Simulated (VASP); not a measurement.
# BaTe (Fm-3m) in VASP: settings compared

The runs below take BaTe through single point, with PBEsol, PBE-based screened hybrid, LDA.

Program: VASP 6.6.1. These are calculated values, not measurements. Logs are shortened: lines on timing, memory, paths and dates and some standing lists are left out, and cuts for length are marked.

## 1. The cell of the first run

The structure is cubic, space group Fm-3m (No. 225). Conventional cell: a = 6.910 Å, b = 6.910 Å, c = 6.910 Å, α = 90.00°, β = 90.00°, γ = 90.00°. Ba (site symmetry m-3m) has 6 Te at 3.45 Å within 4.5 Å. Te (site symmetry m-3m) has 6 Ba at 3.45 Å within 4.5 Å.

## 2. Single point, PBEsol (volume scaled by 1.04)

Input file INCAR:

```
SYSTEM = BaTe
PREC     = Accurate       ! precision mode
ENCUT    = 520            ! plane-wave cutoff, eV
EDIFF    = 1E-6           ! SCF threshold, eV
ISMEAR   = -1             ! smearing method
SIGMA    = 0.05           ! smearing width, eV
LREAL    = .FALSE.        ! projectors in reciprocal space
LASPH    = .TRUE.         ! aspherical terms in the spheres
NELM     = 60             ! most SCF steps
ALGO     = Normal         ! electronic algorithm
ISIF     = 2              ! what is computed and relaxed
LWAVE    = .FALSE.        ! write WAVECAR
LCHARG   = .FALSE.        ! write CHGCAR
GGA      = PS             ! functional
NBANDS   = 15             ! bands
```

Input file KPOINTS:

```
Automatic mesh
0
G
  7 7 7
  0 0 0
```

Input file POSCAR:

```
BaTe
1.0
    0.0000000000      3.4548735670      3.4548735670
    3.4548735670      0.0000000000      3.4548735670
    3.4548735670      3.4548735670      0.0000000000
Ba Te
1 1
Direct
    0.0000000000      0.0000000000      0.0000000000
    0.5000000000      0.5000000000      0.5000000000
```

Potentials or basis: VASP PAW PBE potentials, release 64 (Ba_sv, Te).

The run is started by

```
> cat potpaw_PBE.64/Ba_sv/POTCAR potpaw_PBE.64/Te/POTCAR > POTCAR
> mpirun -np 1 vasp_std > vasp.out
```

OUTCAR:

```text
SYSTEM = BaTe
   PREC = Accurate
   ENCUT = 520
   EDIFF = 1E-6
   ISMEAR = -1
   LREAL = .FALSE.
   LASPH = .TRUE.
   NELM = 60
   ISIF = 2
   GGA = PS

 ion  position               nearest neighbor table
   1  0.000  0.000  0.000-   2 3.45   2 3.45   2 3.45   2 3.45   2 3.45   2 3.45
   2  0.500  0.500  0.500-   1 3.45   1 3.45   1 3.45   1 3.45   1 3.45   1 3.45

  LATTYP: Found a face centered cubic cell.
 ALAT       =     6.9097471340

  Lattice vectors:

 A1 = (   0.0000000000,   3.4548735670,   3.4548735670)
 A2 = (   3.4548735670,   0.0000000000,   3.4548735670)
 A3 = (   3.4548735670,   3.4548735670,   0.0000000000)

Analysis of symmetry for initial positions (statically):
=====================================================================
 Subroutine PRICEL returns:
 Original cell was already a primitive cell.

 Routine SETGRP: Setting up the symmetry group for a
 face centered cubic supercell.

 Subroutine GETGRP returns: Found 48 space group operations
 (whereof 48 operations were pure point group operations)
 out of a pool of 48 trial point group operations.

The static configuration has the point symmetry O_h .

Analysis of symmetry for dynamics (positions and initial velocities):
=====================================================================
 Subroutine PRICEL returns:
 Original cell was already a primitive cell.

 Routine SETGRP: Setting up the symmetry group for a
 face centered cubic supercell.

 Subroutine GETGRP returns: Found 48 space group operations
 (whereof 48 operations were pure point group operations)
 out of a pool of 48 trial point group operations.

The dynamic configuration has the point symmetry O_h .

 Subroutine INISYM returns: Found 48 space group operations
 (whereof 48 operations are pure point group operations),
 and found     1 'primitive' translations

----------------------------------------------------------------------------------------

                                     Primitive cell

  volume of cell :      82.4758

  direct lattice vectors                    reciprocal lattice vectors
     0.000000000  3.454873567  3.454873567    -0.144723096  0.144723096  0.144723096
     3.454873567  0.000000000  3.454873567     0.144723096 -0.144723096  0.144723096
     3.454873567  3.454873567  0.000000000     0.144723096  0.144723096 -0.144723096

  length of vectors
     4.885929055  4.885929055  4.885929055     0.250667756  0.250667756  0.250667756

  position of ions in fractional coordinates (direct lattice)
[... 8 lines left out ...]
----------------------------------------------------------------------------------------

 KPOINTS: Automatic mesh

Automatic generation of k-mesh.
 Grid dimensions read from file:
 generate k-points for:    7    7    7

 Generating k-lattice:

  Cartesian coordinates                     Fractional coordinates (reciprocal lattice)
    -0.020674728  0.020674728  0.020674728     0.142857143  0.000000000  0.000000000
     0.020674728 -0.020674728  0.020674728     0.000000000  0.142857143  0.000000000
     0.020674728  0.020674728 -0.020674728     0.000000000  0.000000000  0.142857143

  Length of vectors
     0.035809679  0.035809679  0.035809679

  Shift w.r.t. Gamma in fractional coordinates (k-lattice)
     0.000000000  0.000000000  0.000000000

 Subroutine IBZKPT returns following result:
 ===========================================

 Found     20 irreducible k-points:

 Following reciprocal coordinates:
            Coordinates               Weight
  0.000000  0.000000  0.000000      1.000000
  0.142857  0.000000  0.000000      8.000000
  0.285714  0.000000  0.000000      8.000000
  0.428571  0.000000  0.000000      8.000000
  0.142857  0.142857  0.000000      6.000000
  0.285714  0.142857  0.000000     24.000000
[... 12 lines left out ...]
 -0.428571  0.428571  0.142857     24.000000
 -0.285714  0.428571  0.142857     24.000000
   k-points           NKPTS =     20   k-points in BZ     NKDIM =     20   number of bands    NBANDS=     15
   number of dos      NEDOS =    301   number of ions     NIONS =      2
   total plane-waves  NPLWV =  46656
   dimension x,y,z NGX =    36 NGY =   36 NGZ =   36
   dimension x,y,z NGXF=    72 NGYF=   72 NGZF=   72
   ions per type =               1   1
   NGX,Y,Z   is equivalent  to a cutoff of  12.25, 12.25, 12.25 a.u.
   NGXF,Y,Z  is equivalent  to a cutoff of  24.50, 24.50, 24.50 a.u.
 SYSTEM =  BaTe
   PREC   = accura    normal or accurate (medium, high low for compatibility)
   ISTART =      0    job   : 0-new  1-cont  2-samecut
   ICHARG =      2    charge: 1-file 2-atom 10-const
   ISPIN  =      1    spin polarized calculation?
   LNONCOLLINEAR =      F non collinear calculations
   LSORBIT =      F    spin-orbit coupling
   LASPH  =      T    aspherical Exc in radial PAW
   ENCUT  =  520.0 eV  38.22 Ry    6.18 a.u.   9.08  9.08  9.08*2*pi/ulx,y,z
   NELM   =     60;   NELMIN=  2; NELMDL= -5     # of ELM steps
   EDIFF  = 0.1E-05   stopping-criterion for ELM
   LREAL  =      F    real-space projection
[... 7 lines left out ...]
   TEBEG  =    0.0;   TEEND  =   0.0 temperature during run
   PSTRESS=    0.0 pullay stress
   NELECT =      16.0000    total number of electrons
   NUPDOWN=      -1.0000    fix difference up-down
   EMIN   =  10.00;   EMAX   =-10.00  energy-range for DOS
   EFERMI =   0.00;   METHOD = LEGACY
   ISMEAR =    -1;   SIGMA  =   0.05  broadening in eV -4-tet -1-fermi 0-gaus
   EFERMI_NEDOS =   21; number of points for ismear=-14 and -15
   IALGO  =     38    algorithm
   IMIX   =      4    mixing-type and parameters
     AMIX     =   0.40;   BMIX     =  1.00
     AMIX_MAG =   1.60;   BMIX_MAG =  1.00
  volume/ion in A,a.u.               =      41.24       278.29
  Fermi-wavevector in a.u.,A,eV,Ry     =   0.947704  1.790901 12.219973  0.898143
  Thomas-Fermi vector in A             =   2.075823
   LORBIT       =      0    0 simple, 1 ext, 2 COOP (PROOUT), +10 PAW based schemes
   GGA     = PS    functional components
   LHFCALC =     F    Hartree Fock is set to
   AEXX    =    0.0000 exact exchange contribution
   IVDW    =     0    specifies the selected vdW correction
   LEPSILON=     F    determine dielectric tensor
   LRPA    =     F    only Hartree local field effects (RPA)
 non-spin polarized calculation
  energy-cutoff  :      520.00
  volume of cell :       82.48
 maximum number of plane-waves:      2239
   NGX = 19   NGY = 19   NGZ = 19

 number of electron      16.0000000 magnetization

 Free energy of the ion-electron system (eV)
  ---------------------------------------------------
  ext. energy  EPLUGINS =         0.00000000
  ---------------------------------------------------
  free energy    TOTEN  =        -9.18622205 eV

  energy without entropy =       -9.18622202  energy(sigma->0) =       -9.18622203

 E-fermi :   3.0849     XC(G=0):  -8.5678

 val. band max:        2.4044695458   @ k =   0.0000   0.0000   0.0000
 cond. band min:       3.7935618779   @ k =   0.4286   0.4286   0.0000
 fundamental gap:      1.3890923321
 Fermi energy:         3.0849253768

 k-point     1 :       0.0000    0.0000    0.0000
  band No.  band energies     occupation
      1     -24.4799      2.00000
      2      -9.6285      2.00000
      3      -9.6285      2.00000
      4      -9.6285      2.00000
      5      -7.2644      2.00000
      6       2.4045      2.00000
      7       2.4045      2.00000
      8       2.4045      2.00000
      9       5.2403      0.00000
     10       5.2403      0.00000
     11       5.2403      0.00000
     12       5.3104      0.00000
     13       5.9286      0.00000
     14       5.9286      0.00000
     15       9.2402      0.00000

 k-point     2 :       0.1429    0.0000    0.0000
  band No.  band energies     occupation
      1     -24.4767      2.00000
      2      -9.7484      2.00000
      3      -9.6310      2.00000
      4      -9.6310      2.00000
      5      -7.0853      2.00000
      6       1.7157      2.00000
      7       2.0778      2.00000
      8       2.0778      2.00000
      9       5.2710      0.00000
     10       5.5066      0.00000
     11       5.5066      0.00000
     12       6.1966      0.00000
     13       6.5446      0.00000
     14       6.5446      0.00000
     15       9.9158      0.00000

 k-point     3 :       0.2857    0.0000    0.0000
  band No.  band energies     occupation
      1     -24.4696      2.00000
      2      -9.9754      2.00000
      3      -9.6366      2.00000
      4      -9.6366      2.00000
      5      -6.7150      2.00000
      6       0.7079      2.00000
      7       1.5462      2.00000
      8       1.5462      2.00000
      9       5.5430      0.00000
     10       6.2037      0.00000
     11       6.2037      0.00000
     12       7.6147      0.00000
     13       7.9579      0.00000
     14       7.9579      0.00000
     15      10.6883      0.00000
[... 271 lines left out ...]
 k-point    19 :      -0.4286    0.4286    0.1429
  band No.  band energies     occupation
      1     -24.4584      2.00000
      2      -9.8944      2.00000
      3      -9.7529      2.00000
      4      -9.7476      2.00000
      5      -6.8530      2.00000
      6       1.0641      2.00000
      7       1.4508      2.00000
      8       1.6867      2.00000
      9       4.6428      0.00000
     10       7.0726      0.00000
     11       7.2562      0.00000
     12       8.1705      0.00000
     13       8.1734      0.00000
     14       8.5228      0.00000
     15      10.4303      0.00000

 k-point    20 :      -0.2857    0.4286    0.1429
  band No.  band energies     occupation
      1     -24.4580      2.00000
      2      -9.8862      2.00000
      3      -9.8165      2.00000
      4      -9.7300      2.00000
      5      -6.7639      2.00000
      6       0.9354      2.00000
      7       1.3648      2.00000
      8       1.4536      2.00000
      9       5.4866      0.00000
     10       6.3610      0.00000
     11       7.4724      0.00000
     12       7.8098      0.00000
     13       8.0833      0.00000
     14       9.9589      0.00000
     15      10.7178      0.00000

------------------------ aborting loop because EDIFF is reached ----------------------------------------

  FORCE on cell =-STRESS in cart. coord.  units (eV):
  Direction    XX          YY          ZZ          XY          YZ          ZX
  --------------------------------------------------------------------------------------
  -------------------------------------------------------------------------------------
  Total        0.4425220      0.4425220      0.4425220      0.0000000     -0.0000000      0.0000000
  in kB        8.5964474      8.5964474      8.5964474      0.0000000     -0.0000000      0.0000000
  external PRESSURE =       8.5964474 kB  Pullay stress =       0.0000000 kB

 VOLUME and BASIS-vectors are now :
 -----------------------------------------------------------------------------
  energy-cutoff  :      520.00
  volume of cell :       82.48
      direct lattice vectors                 reciprocal lattice vectors
     0.000000000  3.454873567  3.454873567    -0.144723096  0.144723096  0.144723096
     3.454873567  0.000000000  3.454873567     0.144723096 -0.144723096  0.144723096
     3.454873567  3.454873567  0.000000000     0.144723096  0.144723096 -0.144723096

 POSITION                                       TOTAL-FORCE (eV/Angst)
 -----------------------------------------------------------------------------------
      0.00000      0.00000      0.00000         0.000000      0.000000      0.000000
      3.45487      3.45487      3.45487        -0.000000     -0.000000     -0.000000
 -----------------------------------------------------------------------------------
    total drift:                                0.000000      0.000000      0.000000

  FREE ENERGIE OF THE ION-ELECTRON SYSTEM (eV)
  ---------------------------------------------------
  free  energy   TOTEN  =        -9.1862220521 eV

  energy  without entropy=       -9.1862220150  energy(sigma->0) =       -9.18622203
```

Run time: 46 s. Hardware: 1 thread of Intel Xeon 8259CL, shared host; peak memory 0.22 GiB.

Results:

| Quantity | Value |
| --- | --- |
| Free energy | -9.1862 eV |
| Pressure | 0.9 GPa |
| Band gap on the k mesh | 1.39 eV, indirect (least direct gap 1.78 eV) |

Caveat: the cell differs from its parent crystal (volume scaled by 1.04); the PAW data sets were made with another functional, which shifts forces and pressure a little; spin-orbit coupling is left out, which moves the levels of the heavy elements. A k mesh can miss the band edges.

## 3. Single point, PBE-based screened hybrid

This run uses another cell than the first one, of 39.65 Å³/atom, 0.962 times its volume.

Input file POSCAR:

```
BaTe
1.0
    0.0000000000      3.4100000000      3.4100000000
    3.4100000000      0.0000000000      3.4100000000
    3.4100000000      3.4100000000      0.0000000000
Ba Te
1 1
Direct
    0.0000000000      0.0000000000      0.0000000000
    0.5000000000      0.5000000000      0.5000000000
```

Input file INCAR.step1:

```
PREC = Accurate ; ENCUT = 520
EDIFF = 1E-5 ; ISMEAR = -1
SIGMA = 0.05 ; LREAL = F
LASPH = T ; NELM = 80
ALGO = Normal ; ISIF = 2
LWAVE = T ; LCHARG = F
GGA = PE ; NBANDS = 15
```

Input file INCAR.step2:

```
PREC = Accurate ; ENCUT = 520
EDIFF = 1E-7 ; ISMEAR = -1
SIGMA = 0.05 ; LREAL = F
LASPH = T ; NELM = 80
ALGO = Normal ; ISIF = 2
LWAVE = F ; LCHARG = F
GGA = PE ; LHFCALC = T
AEXX = 0.25 ; HFSCREEN = 0.2
PRECFOCK = Normal ; ISTART = 1
NBANDS = 15
```

Input file KPOINTS:

```
Automatic mesh
0
Gamma
  4 4 4
```

Potentials or basis: VASP PAW PBE potentials, release 64 (Ba_sv, Te).

The run is started by

```
> cat potpaw_PBE.64/Ba_sv/POTCAR potpaw_PBE.64/Te/POTCAR > POTCAR
> cp INCAR.step1 INCAR
> mpirun -np 1 vasp_std > vasp.out
> cp INCAR.step2 INCAR
> mpirun -np 1 vasp_std > vasp.out
```

It took 16 min on 1 thread of AMD EPYC 7R13 (Zen 3), shared host; peak memory 0.29 GiB.

The run converged. Its results:

- Free energy: -9.7199 eV
- Pressure: 4.0 GPa
- Band gap on the k mesh: 2.05 eV, indirect (least direct gap 2.48 eV)

Levels at points of the mesh, in eV from the valence-band top:
```csv
k point,band 6,band 7,band 8,band 9,band 10,band 11
"(0.00, 0.00, 0.00)",0.00,0.00,0.00,3.72,3.72,3.72
"(0.50, 0.00, 0.00)",-2.66,-1.38,-1.38,5.05,5.97,6.12
"(0.50, 0.50, 0.00)",-1.29,-0.43,-0.43,2.05,5.51,5.89
```

Caveat: the PAW data sets were made with another functional, which shifts forces and pressure a little; spin-orbit coupling is left out, which moves the levels of the heavy elements.

## 4. Single point, LDA

This run uses another cell than the first one, of 37.27 Å³/atom, 0.904 times its volume.

Input file INCAR:

```
PREC = Accurate
ENCUT = 520
EDIFF = 1E-6
ISMEAR = -1
SIGMA = 0.05
LREAL = False
LASPH = True
NELM = 80
ALGO = Normal
ISIF = 2
LWAVE = False
LCHARG = False
GGA = CA
NBANDS = 15
```

Input file KPOINTS:

```
regular mesh
0
Gamma
  7 7 7
```

Input file POSCAR:

```
BaTe
1.0
    0.0000000000      3.3403886307      3.3403886307
    3.3403886307      0.0000000000      3.3403886307
    3.3403886307      3.3403886307      0.0000000000
Ba Te
1 1
Direct
    0.0000000000      0.0000000000      0.0000000000
    0.5000000000      0.5000000000      0.5000000000
```

Potentials or basis: VASP PAW LDA potentials, release 64 (Ba_sv, Te).

The run is started by

```
> cat potpaw_LDA.64/Ba_sv/POTCAR potpaw_LDA.64/Te/POTCAR > POTCAR
> mpirun -np 1 vasp_std > vasp.out
```

OUTCAR:

```text
PREC = Accurate
   ENCUT = 520
   EDIFF = 1E-6
   ISMEAR = -1
   LREAL = False
   LASPH = True
   NELM = 80
   ISIF = 2
   GGA = CA

 ion  position               nearest neighbor table
   1  0.000  0.000  0.000-   2 3.34   2 3.34   2 3.34   2 3.34   2 3.34   2 3.34
   2  0.500  0.500  0.500-   1 3.34   1 3.34   1 3.34   1 3.34   1 3.34   1 3.34

  LATTYP: Found a face centered cubic cell.
 ALAT       =     6.6807772614

  Lattice vectors:

[... 538 lines left out ...]

------------------------ aborting loop because EDIFF is reached ----------------------------------------

  FORCE on cell =-STRESS in cart. coord.  units (eV):
  Direction    XX          YY          ZZ          XY          YZ          ZX
  --------------------------------------------------------------------------------------
  -------------------------------------------------------------------------------------
  Total        1.9061085      1.9061085      1.9061085      0.0000000      0.0000000     -0.0000000
  in kB       40.9672877     40.9672877     40.9672877      0.0000000      0.0000000     -0.0000000
  external PRESSURE =      40.9672877 kB  Pullay stress =       0.0000000 kB

 VOLUME and BASIS-vectors are now :
 -----------------------------------------------------------------------------
  energy-cutoff  :      520.00
  volume of cell :       74.55
      direct lattice vectors                 reciprocal lattice vectors
     0.000000000  3.340388631  3.340388631    -0.149683182  0.149683182  0.149683182
     3.340388631  0.000000000  3.340388631     0.149683182 -0.149683182  0.149683182
     3.340388631  3.340388631  0.000000000     0.149683182  0.149683182 -0.149683182

 POSITION                                       TOTAL-FORCE (eV/Angst)
 -----------------------------------------------------------------------------------
      0.00000      0.00000      0.00000        -0.000000      0.000000      0.000000
      3.34039      3.34039      3.34039         0.000000      0.000000     -0.000000
 -----------------------------------------------------------------------------------
    total drift:                                0.000000      0.000000      0.000000

  FREE ENERGIE OF THE ION-ELECTRON SYSTEM (eV)
  ---------------------------------------------------
  free  energy   TOTEN  =        -9.5247623874 eV

  energy  without entropy=       -9.5247618086  energy(sigma->0) =       -9.52476210
```

Run time: 17 s. Hardware: 1 thread of AMD EPYC 7R43 (Zen 3), shared host; peak memory 0.15 GiB.

Results:

* Free energy: -9.5248 eV
* Pressure: 4.1 GPa
* Band gap on the k mesh: 1.09 eV, indirect (least direct gap 1.46 eV)

Caveat: spin-orbit coupling is left out, which moves the levels of the heavy elements.

## 5. Summary

| level | potentials or basis | cell | k mesh | grid for exact exchange (PRECFOCK) | share of exact exchange | screening parameter | gap on the mesh (eV) | pressure (GPa) |
| --- | --- | --- | --- | --- | --- | --- | --- | --- |
| PBEsol | VASP PAW PBE potentials, release 64 (Ba_sv, Te) | a = 4.886 Å, angles 60.0°, 2 atoms | 7 × 7 × 7 | - | - | - | 1.39 | 0.9 |
| PBE-based screened hybrid | VASP PAW PBE potentials, release 64 (Ba_sv, Te) | a = 4.822 Å, angles 60.0°, 2 atoms | 4 × 4 × 4 | Normal | 0.25 | 0.2 1/Å | 2.05 | 4.0 |
| LDA | VASP PAW LDA potentials, release 64 (Ba_sv, Te) | a = 4.724 Å, angles 60.0°, 2 atoms | 7 × 7 × 7 | - | - | - | 1.09 | 4.1 |

Alike in all rows: task single point; no spin polarisation; cutoff (eV) 520; smearing fermi-dirac 0.05 eV.

Caveats: spin-orbit coupling is left out, which moves the levels of the heavy elements; the PAW data sets were made with another functional, which shifts forces and pressure a little (some runs).

Total energies depend on the potentials used, so only differences within one code and one set of settings carry meaning.
